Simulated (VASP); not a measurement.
# BN (R3m) in VASP: further runs

BN is run at these levels: PBE; tasks: single point.

Program: VASP 6.6.1. These are calculated values, not measurements. Logs are shortened: lines on timing, memory, paths and dates and some standing lists are left out, and cuts for length are marked.

## Step 1: The cell of the first run

Symmetry: R3m, No. 160, trigonal system. The conventional cell has a = 2.594 Å, b = 2.594 Å, c = 6.615 Å, α = 90.00°, β = 90.00°, γ = 120.00°. B (site symmetry 3m) has 4 N at 1.60 to 1.65 Å within 2.1 Å. Within 2.1 Å of N (site symmetry 3m) lie 4 B at 1.60 to 1.65 Å.

## Step 2: Single point, PBE

INCAR reads:

```
SYSTEM = BN
ALGO = Normal
EDIFF = 1E-6
ENCUT = 600
GGA = PE
GGA_COMPAT = .FALSE.
ISIF = 2
ISMEAR = 0
LASPH = .TRUE.
LCHARG = .FALSE.
LREAL = .FALSE.
LWAVE = .FALSE.
NBANDS = 11
NELM = 120
PREC = Accurate
SIGMA = 0.05
```

KPOINTS reads:

```
k-points
0
G
  12 12 12
  0 0 0
```

POSCAR reads:

```
BN
1.0
    0.0000000000      1.8344110758      1.8344110758
    1.8344110758      0.0000000000      1.8344110758
    1.8845516452      1.8845516452     -0.0501405694
B N
1 1
Direct
    0.0000000000      0.0000000000      0.0000000000
    0.7500000000      0.7500000000      0.7500000000
```

Potentials or basis: VASP PAW PBE potentials, release 64 (B, N).

Command:

```sh
> cat potpaw_PBE.64/B/POTCAR potpaw_PBE.64/N/POTCAR > POTCAR
> mpirun -np 1 vasp_std > vasp.out
```

OUTCAR:

```text
SYSTEM = BN
   EDIFF = 1E-6
   ENCUT = 600
   GGA = PE
   ISIF = 2
   ISMEAR = 0
   LASPH = .TRUE.
   LREAL = .FALSE.
   NELM = 120
   PREC = Accurate

 ion  position               nearest neighbor table
   1  0.000  0.000  0.000-   2 1.60   2 1.60   2 1.60   2 1.65
   2  0.750  0.750  0.750-   1 1.60   1 1.60   1 1.60   1 1.65

  LATTYP: Found a trigonal (rhomboedric) cell.
 ALAT       =     2.6656301100
 COS(alpha) =     0.5264197777

  Lattice vectors:

 A1 = (   1.8845516452,   0.0501405694,  -1.8845516452)
 A2 = (   0.0501405694,   1.8845516452,  -1.8845516452)
 A3 = (   1.8845516452,   1.8845516452,  -0.0501405694)

Analysis of symmetry for initial positions (statically):
=====================================================================
 Subroutine PRICEL returns:
 Original cell was already a primitive cell.

 Routine SETGRP: Setting up the symmetry group for a
 trigonal (rhombohedral) supercell.

 Subroutine GETGRP returns: Found  6 space group operations
 (whereof  6 operations were pure point group operations)
 out of a pool of 12 trial point group operations.

The static configuration has the point symmetry C_3v.

Analysis of symmetry for dynamics (positions and initial velocities):
=====================================================================
 Subroutine PRICEL returns:
 Original cell was already a primitive cell.

 Routine SETGRP: Setting up the symmetry group for a
 trigonal (rhombohedral) supercell.

 Subroutine GETGRP returns: Found  6 space group operations
 (whereof  6 operations were pure point group operations)
 out of a pool of 12 trial point group operations.

The dynamic configuration has the point symmetry C_3v.

 Subroutine INISYM returns: Found  6 space group operations
 (whereof  6 operations are pure point group operations),
 and found     1 'primitive' translations

----------------------------------------------------------------------------------------

                                     Primitive cell

  volume of cell :      12.8520

  direct lattice vectors                    reciprocal lattice vectors
     0.000000000  1.834411076  1.834411076    -0.268988672  0.276145411  0.268988672
     1.834411076  0.000000000  1.834411076     0.276145411 -0.268988672  0.268988672
     1.884551645  1.884551645 -0.050140569     0.261831932  0.261831932 -0.261831932

  length of vectors
     2.594249022  2.594249022  2.665630110     0.470070313  0.470070313  0.453506210

  position of ions in fractional coordinates (direct lattice)
     0.000000000  0.000000000  0.000000000
     0.750000000  0.750000000  0.750000000

  ion indices of the primitive-cell ions
   primitive index   ion index
                 1           1
                 2           2

----------------------------------------------------------------------------------------

 KPOINTS: k-points

Automatic generation of k-mesh.
 Grid dimensions read from file:
 generate k-points for:   12   12   12

 Generating k-lattice:

  Cartesian coordinates                     Fractional coordinates (reciprocal lattice)
    -0.022415723  0.023012118  0.022415723     0.083333333  0.000000000 -0.000000000
     0.023012118 -0.022415723  0.022415723     0.000000000  0.083333333 -0.000000000
     0.021819328  0.021819328 -0.021819328     0.000000000  0.000000000  0.083333333

  Length of vectors
     0.039172526  0.039172526  0.037792184

  Shift w.r.t. Gamma in fractional coordinates (k-lattice)
     0.000000000  0.000000000  0.000000000

 Subroutine IBZKPT returns following result:
 ===========================================

 Found    189 irreducible k-points:

 Following reciprocal coordinates:
            Coordinates               Weight
  0.000000  0.000000  0.000000      1.000000
  0.083333  0.000000 -0.000000      6.000000
  0.166667  0.000000 -0.000000      6.000000
  0.250000  0.000000 -0.000000      6.000000
  0.333333  0.000000  0.000000      6.000000
  0.416667  0.000000 -0.000000      6.000000
[... 16 lines left out ...]
  0.500000  0.166667 -0.000000     12.000000
 -0.416667  0.166667  0.000000     12.000000
 [... further k-points ...]
   k-points           NKPTS =    189   k-points in BZ     NKDIM =    189   number of bands    NBANDS=     11
   number of dos      NEDOS =    301   number of ions     NIONS =      2
   total plane-waves  NPLWV =  13824
   dimension x,y,z NGX =    24 NGY =   24 NGZ =   24
   dimension x,y,z NGXF=    48 NGYF=   48 NGZF=   48
   ions per type =               1   1
   NGX,Y,Z   is equivalent  to a cutoff of  15.38, 15.38, 14.97 a.u.
   NGXF,Y,Z  is equivalent  to a cutoff of  30.76, 30.76, 29.94 a.u.
 SYSTEM =  BN
   PREC   = accura    normal or accurate (medium, high low for compatibility)
   ISTART =      0    job   : 0-new  1-cont  2-samecut
   ICHARG =      2    charge: 1-file 2-atom 10-const
   ISPIN  =      1    spin polarized calculation?
   LNONCOLLINEAR =      F non collinear calculations
   LSORBIT =      F    spin-orbit coupling
   LASPH  =      T    aspherical Exc in radial PAW
   ENCUT  =  600.0 eV  44.10 Ry    6.64 a.u.   5.18  5.18  5.32*2*pi/ulx,y,z
   NELM   =    120;   NELMIN=  2; NELMDL= -5     # of ELM steps
   EDIFF  = 0.1E-05   stopping-criterion for ELM
   LREAL  =      F    real-space projection
   EDIFFG = 0.1E-04   stopping-criterion for IOM
   NSW    =      0    number of steps for IOM
   IBRION =     -1    ionic relax: 0-MD 1-quasi-New 2-CG
   NFREE  =      0    steps in history (QN), initial steepest desc. (CG)
   ISIF   =      2    stress and relaxation
   ISYM   =      2    0-nonsym 1-usesym 2-fastsym
   POTIM  = 0.5000    time-step for ionic-motion
   TEBEG  =    0.0;   TEEND  =   0.0 temperature during run
   PSTRESS=    0.0 pullay stress
   NELECT =       8.0000    total number of electrons
   NUPDOWN=      -1.0000    fix difference up-down
   EMIN   =  10.00;   EMAX   =-10.00  energy-range for DOS
   EFERMI =   0.00;   METHOD = LEGACY
   ISMEAR =     0;   SIGMA  =   0.05  broadening in eV -4-tet -1-fermi 0-gaus
   EFERMI_NEDOS =   21; number of points for ismear=-14 and -15
   IALGO  =     38    algorithm
   IMIX   =      4    mixing-type and parameters
     AMIX     =   0.40;   BMIX     =  1.00
     AMIX_MAG =   1.60;   BMIX_MAG =  1.00
  volume/ion in A,a.u.               =       6.43        43.36
  Fermi-wavevector in a.u.,A,eV,Ry     =   1.397809  2.641477 26.584026  1.953871
  Thomas-Fermi vector in A             =   2.521029
   LORBIT       =      0    0 simple, 1 ext, 2 COOP (PROOUT), +10 PAW based schemes
   GGA     = PE    functional components
   LHFCALC =     F    Hartree Fock is set to
   AEXX    =    0.0000 exact exchange contribution
   IVDW    =     0    specifies the selected vdW correction
   LEPSILON=     F    determine dielectric tensor
   LRPA    =     F    only Hartree local field effects (RPA)
 non-spin polarized calculation
 Gauss-broadening in eV      SIGMA  =   0.05
  energy-cutoff  :      600.00
  volume of cell :       12.85
 maximum number of plane-waves:       440
 NGX is ok and might be reduce to    24

 number of electron       8.0000000 magnetization

 Free energy of the ion-electron system (eV)
  ---------------------------------------------------
  ext. energy  EPLUGINS =         0.00000000
  ---------------------------------------------------
  free energy    TOTEN  =       -17.34814168 eV

  energy without entropy =      -17.34814168  energy(sigma->0) =      -17.34814168

 E-fermi :   6.8172     XC(G=0): -12.4090

 val. band max:        6.4495250387   @ k =   0.0000   0.0000   0.0000
 cond. band min:      10.7231613686   @ k =   0.5000   0.5000  -0.0000
 fundamental gap:      4.2736363299
 Fermi energy:         6.8171769186

 k-point     1 :       0.0000    0.0000    0.0000
  band No.  band energies     occupation
      1     -12.9110      2.00000
      2       6.2823      2.00000
      3       6.4495      2.00000
      4       6.4495      2.00000
      5      13.7225      0.00000
      6      15.1520      0.00000
      7      15.1520      0.00000
      8      15.8790      0.00000
      9      29.5965      0.00000
     10      33.1807      0.00000
     11      33.1818      0.00000

 k-point     2 :       0.0833    0.0000   -0.0000
  band No.  band energies     occupation
      1     -12.7502      2.00000
      2       5.5882      2.00000
      3       6.1402      2.00000
      4       6.2695      2.00000
      5      13.9154      0.00000
      6      15.2415      0.00000
      7      15.4093      0.00000
      8      16.5339      0.00000
      9      29.4763      0.00000
     10      30.8659      0.00000
     11      31.2644      0.00000

 k-point     3 :       0.1667    0.0000   -0.0000
  band No.  band energies     occupation
      1     -12.2746      2.00000
      2       3.6431      2.00000
      3       5.7336      2.00000
      4       5.8299      2.00000
      5      14.3239      0.00000
      6      15.5631      0.00000
      7      16.0037      0.00000
      8      17.8691      0.00000
      9      28.8259      0.00000
     10      29.5626      0.00000
     11      29.8796      0.00000
[... 267 lines left out ...]
 k-point    23 :       0.5000    0.1667   -0.0000
  band No.  band energies     occupation
      1      -8.8312      2.00000
      2      -2.5998      2.00000
      3       2.8453      2.00000
      4       3.6341      2.00000
      5      14.5417      0.00000
      6      17.5728      0.00000
      7      18.3445      0.00000
      8      20.8450      0.00000
      9      26.2492      0.00000
     10      31.0719      0.00000
     11      32.4300      0.00000

 k-point    24 :      -0.4167    0.1667    0.0000
  band No.  band energies     occupation
      1      -8.6388      2.00000
      2      -2.8869      2.00000
      3       2.4973      2.00000
      4       3.9452      2.00000
      5      14.9546      0.00000
      6      17.2924      0.00000
      7      18.0511      0.00000
      8      21.2337      0.00000
      9      26.5779      0.00000
     10      30.3350      0.00000
     11      31.6097      0.00000

 [... further k-points ...]

------------------------ aborting loop because EDIFF is reached ----------------------------------------

  FORCE on cell =-STRESS in cart. coord.  units (eV):
  Direction    XX          YY          ZZ          XY          YZ          ZX
  --------------------------------------------------------------------------------------
  -------------------------------------------------------------------------------------
  Total       -1.9415401     -1.9415401     -1.9415401     -0.7655628      0.7655628      0.7655628
  in kB     -242.0394911   -242.0394911   -242.0394911    -95.4378624     95.4378624     95.4378624
  external PRESSURE =    -242.0394911 kB  Pullay stress =       0.0000000 kB

 VOLUME and BASIS-vectors are now :
 -----------------------------------------------------------------------------
  energy-cutoff  :      600.00
  volume of cell :       12.85
      direct lattice vectors                 reciprocal lattice vectors
     0.000000000  1.834411076  1.834411076    -0.268988672  0.276145411  0.268988672
     1.834411076  0.000000000  1.834411076     0.276145411 -0.268988672  0.268988672
     1.884551645  1.884551645 -0.050140569     0.261831932  0.261831932 -0.261831932

 POSITION                                       TOTAL-FORCE (eV/Angst)
 -----------------------------------------------------------------------------------
      0.00000      0.00000      0.00000        -0.091175     -0.091175      0.091175
      2.78922      2.78922      2.71401         0.091175      0.091175     -0.091175
 -----------------------------------------------------------------------------------
    total drift:                                0.000029      0.000029     -0.000029

  FREE ENERGIE OF THE ION-ELECTRON SYSTEM (eV)
  ---------------------------------------------------
  free  energy   TOTEN  =       -17.3481416810 eV

  energy  without entropy=      -17.3481416810  energy(sigma->0) =      -17.34814168
```

Wall time 44 s (1 thread of Intel Xeon 8259CL, shared host); peak memory 0.16 GiB.

Results:

- Free energy: -17.3481 eV
- Pressure: -24.2 GPa
- Largest force: 0.158 eV/Å
- Band gap on the k mesh: 4.27 eV, indirect (least direct gap 7.27 eV)

Forces in eV/Å, atoms in the order of the input:
```
B   -0.091 -0.091  0.091
N    0.091  0.091 -0.091
```

A k mesh can miss the band edges. As with any semilocal functional, this PBE gap is likely too small.

## Step 3: Single point, PBE

This run uses another cell than the first one, of the same volume but with other edges.

INCAR reads:

```
PREC = Accurate
ENCUT = 600
EDIFF = 1E-6
ISMEAR = 0
SIGMA = 0.05
LREAL = F
LASPH = T
NELM = 120
ALGO = Normal
ISIF = 2
LWAVE = F
LCHARG = F
GGA = PE
NBANDS = 11
GGA_COMPAT = F
```

KPOINTS reads:

```
regular mesh
0
Gamma
  12 12 12
```

POSCAR reads:

```
BN
1.0
    0.0000000000      1.8842247884      1.8842247884
    1.8842247884      0.0000000000      1.8842247884
    1.8347324840      1.8347324840      0.0494923044
B N
1 1
Direct
    0.0000000000      0.0000000000      0.0000000000
    0.7500000000      0.7500000000      0.7500000000
```

Potentials or basis: VASP PAW PBE potentials, release 64 (B, N).

Command:

```sh
> cat potpaw_PBE.64/B/POTCAR potpaw_PBE.64/N/POTCAR > POTCAR
> mpirun -np 1 vasp_std > vasp.out
```

Wall time 40 s (1 thread of Intel Xeon 8259CL, shared host); peak memory 0.15 GiB.

It converged, with:

```yaml
Free_energy: -17.3473 eV
Pressure: -24.2 GPa
Largest_force: 0.015 eV/Å
Band_gap_on_the_k_mesh: 4.27 eV, indirect (least direct gap 8.04 eV)
```

Forces on the atoms (eV/Å):
```
B    0.009  0.009 -0.009
N   -0.009 -0.009  0.009
```

Stress tensor (GPa, compression positive):
```
-24.18   9.91  -9.91
  9.91 -24.18  -9.91
 -9.91  -9.91 -24.18
```

Levels at points of the mesh, in eV from the valence-band top:
```
           k point  band 1  band 2  band 3  band 4  band 5  band 6  band 7  band 8  band 9
(0.00, 0.00, 0.00)  -19.36   -0.08   -0.08    0.00    8.04    8.04    8.13    9.91   23.15
(0.50, 0.00, 0.00)  -15.64  -10.02   -1.78   -1.70    9.10    9.91   10.79   14.30   22.27
(0.50, 0.50, 0.00)  -14.28   -8.44   -4.78   -4.31    4.27    8.76   16.49   16.55   19.49
(0.00, 0.00, 0.50)  -15.22   -9.90   -2.12   -2.12    8.36    9.92    9.92   14.46   22.05
```

A k mesh can miss the band edges. Expect the measured gap to be larger: semilocal functionals such as PBE lack the derivative discontinuity.

## Step 4: Single point, PBE

INCAR reads:

```
PREC = Accurate
ENCUT = 600
EDIFF = 1E-6
ISMEAR = 0
SIGMA = 0.05
LREAL = False
LASPH = True
NELM = 120
ALGO = Normal
ISIF = 2
LWAVE = False
LCHARG = False
GGA = PE
NBANDS = 11
GGA_COMPAT = False
```

KPOINTS is that of step 3.

POSCAR reads:

```
BN
1.0
    0.0000000000      1.8099943365      1.8099943365
    1.8099943365      0.0000000000      1.8099943365
    1.9109920204      1.9109920204     -0.1009976840
B N
1 1
Direct
    0.0000000000      0.0000000000      0.0000000000
    0.7500000000      0.7500000000      0.7500000000
```

Command:

```sh
> cat potpaw_PBE.64/B/POTCAR potpaw_PBE.64/N/POTCAR > POTCAR
> mpirun -np 1 vasp_std > vasp.out
```

It took 36 s on 1 thread of Intel Xeon 8259CL, shared host; peak memory 0.15 GiB.

It converged, with:

```
Free energy            : -17.2566 eV
Pressure               : -22.3 GPa
Largest force          : 0.442 eV/Å
Band gap on the k mesh : 4.09 eV, indirect (least direct gap 6.02 eV)
```

Forces in eV/Å, atoms in the order of the input:
```
B   -0.255 -0.255  0.255
N    0.255  0.255 -0.255
```

Stress tensor (GPa, compression positive):
```
-22.27 -18.77  18.77
-18.77 -22.27  18.77
 18.77  18.77 -22.27
```

Levels at points of the mesh, in eV from the valence-band top:
| k point | band 1 | band 2 | band 3 | band 4 | band 5 | band 6 | band 7 | band 8 | band 9 |
| --- | --- | --- | --- | --- | --- | --- | --- | --- | --- |
| (0.00, 0.00, 0.00) | -19.45 | -0.42 | 0.00 | 0.00 | 6.02 | 8.97 | 8.97 | 10.00 | 23.06 |
| (0.50, 0.00, 0.00) | -15.41 | -10.03 | -2.11 | -2.03 | 7.90 | 9.84 | 10.68 | 14.40 | 21.55 |
| (0.50, 0.50, 0.00) | -14.38 | -8.54 | -4.99 | -4.18 | 4.09 | 8.85 | 15.90 | 16.54 | 19.78 |
| (0.00, 0.00, 0.50) | -16.26 | -10.19 | -1.35 | -1.35 | 10.34 | 10.62 | 10.62 | 13.71 | 22.75 |

A k mesh can miss the band edges.

## Step 5: Single point, PBE

This run uses another cell than the first one, of the same volume but with other edges.

INCAR reads:

```
SYSTEM = BN
PREC = Accurate
ENCUT = 600
EDIFF = 1E-6
ISMEAR = 0
SIGMA = 0.05
LREAL = .False.
LASPH = .True.
NELM = 120
ALGO = Normal
ISIF = 2
LWAVE = .False.
LCHARG = .False.
GGA = PE
NBANDS = 11
GGA_COMPAT = .False.
```

KPOINTS reads:

```
regular mesh
0
Gamma
  12 12 12
  0 0 0
```

POSCAR reads:

```
BN
1.0
    0.0000000000      1.9096086729      1.9096086729
    1.9096086729      0.0000000000      1.9096086729
    1.8113274799      1.8113274799      0.0982811930
B N
1 1
Direct
    0.0000000000      0.0000000000      0.0000000000
    0.7500000000      0.7500000000      0.7500000000
```

Command:

```sh
> cat potpaw_PBE.64/B/POTCAR potpaw_PBE.64/N/POTCAR > POTCAR
> mpirun -np 1 vasp_std > vasp.out
```

Run time: 34 s. Hardware: 1 thread of Intel Xeon 8259CL, shared host; peak memory 0.15 GiB.

Results (log left out):

```yaml
Free_energy: -17.2504 eV
Pressure: -22.1 GPa
Largest_force: 0.132 eV/Å
Band_gap_on_the_k_mesh: 4.17 eV, indirect (least direct gap 7.60 eV)
```

Forces in eV/Å, atoms in the order of the input:
```
B   -0.076 -0.076  0.076
N    0.076  0.076 -0.076
```

Stress tensor (GPa, compression positive):
```
-22.05  20.21 -20.21
 20.21 -22.05 -20.21
-20.21 -20.21 -22.05
```

Levels at points of the mesh, in eV from the valence-band top:
| k point | band 1 | band 2 | band 3 | band 4 | band 5 | band 6 | band 7 | band 8 |
| --- | --- | --- | --- | --- | --- | --- | --- | --- |
| (0.00, 0.00, 0.00) | -19.36 | -0.08 | -0.08 | 0.00 | 7.60 | 7.74 | 7.74 | 11.24 |
| (0.50, 0.00, 0.00) | -15.75 | -10.04 | -1.72 | -1.51 | 9.03 | 9.65 | 11.52 | 14.35 |
| (0.50, 0.50, 0.00) | -14.29 | -8.43 | -4.99 | -4.01 | 4.17 | 8.95 | 16.16 | 16.49 |
| (0.00, 0.00, 0.50) | -14.92 | -9.77 | -2.38 | -2.38 | 7.75 | 9.67 | 9.67 | 14.50 |

## Step 6: Single point, PBE

This run uses another cell than the first one, of 6.66 Å³/atom, 1.037 times its volume.

INCAR reads:

```
SYSTEM = BN
ALGO = Normal
EDIFF = 1E-6
ENCUT = 600
GGA = PE
GGA_COMPAT = .False.
ISIF = 2
ISMEAR = 0
LASPH = .True.
LCHARG = .False.
LREAL = .False.
LWAVE = .False.
NBANDS = 11
NELM = 120
PREC = Accurate
SIGMA = 0.05
```

KPOINTS reads:

```
k-points
0
Gamma
  12 12 12
  0 0 0
```

POSCAR reads:

```
BN
1.0
    0.0000000000      1.8567841475      1.8567841475
    1.8567841475      0.0000000000      1.8567841475
    1.9075362475      1.9075362475     -0.0507521000
B N
1 1
Direct
    0.0000000000      0.0000000000      0.0000000000
    0.7500000000      0.7500000000      0.7500000000
```

Potentials or basis: VASP PAW PBE potentials, release 64 (B, N).

Command:

```sh
> cat potpaw_PBE.64/B/POTCAR potpaw_PBE.64/N/POTCAR > POTCAR
> mpirun -np 1 vasp_std > vasp.out
```

Wall time 40 s (1 thread of Intel Xeon 8259CL, shared host); peak memory 0.16 GiB.

It converged, with:

```yaml
Free_energy: -17.2630 eV
Pressure: -33.6 GPa
Largest_force: 0.222 eV/Å
Band_gap_on_the_k_mesh: 4.23 eV, indirect (least direct gap 7.05 eV)
```

Forces on the atoms (eV/Å):
```
B   -0.128 -0.128  0.128
N    0.128  0.128 -0.128
```

Stress tensor (GPa, compression positive):
```
-33.64  -8.64   8.64
 -8.64 -33.64   8.64
  8.64   8.64 -33.64
```

Levels at points of the mesh, in eV from the valence-band top:
```tsv
k point	band 1	band 2	band 3	band 4	band 5	band 6	band 7	band 8	band 9
(0.00, 0.00, 0.00)	-18.98	-0.15	0.00	0.00	7.05	8.52	8.52	8.95	22.51
(0.50, 0.00, 0.00)	-15.21	-9.66	-1.89	-1.83	8.21	9.71	10.26	14.04	21.62
(0.50, 0.50, 0.00)	-14.11	-8.23	-4.58	-4.17	4.23	8.55	15.90	16.11	18.94
(0.00, 0.00, 0.50)	-15.62	-9.75	-1.50	-1.50	9.24	10.23	10.23	13.72	22.06
```

## Step 7: Summary

```csv
cell,gap on the mesh (eV),pressure (GPa),largest force (eV/Å)
"a = 2.594, b = 2.594, c = 2.666 Å, angles 60.9, 60.9, 60.0°, 2 atoms",4.27,-24.2,0.16
"a = 2.665, b = 2.665, c = 2.595 Å, angles 59.1, 59.1, 60.0°, 2 atoms",4.27,-24.2,0.01
"a = 2.560, b = 2.560, c = 2.704 Å, angles 61.8, 61.8, 60.0°, 2 atoms",4.09,-22.3,0.44
"a = 2.701, b = 2.701, c = 2.563 Å, angles 58.2, 58.2, 60.0°, 2 atoms",4.17,-22.1,0.13
"a = 2.626, b = 2.626, c = 2.698 Å, angles 60.9, 60.9, 60.0°, 2 atoms",4.23,-33.6,0.22
```

Alike in all rows: task single point; level PBE; potentials or basis VASP PAW PBE potentials, release 64 (B, N); no spin polarisation; k mesh 12 × 12 × 12; cutoff (eV) 600; smearing gaussian 0.05 eV.

Total energies depend on the potentials used, so only differences within one code and one set of settings carry meaning.
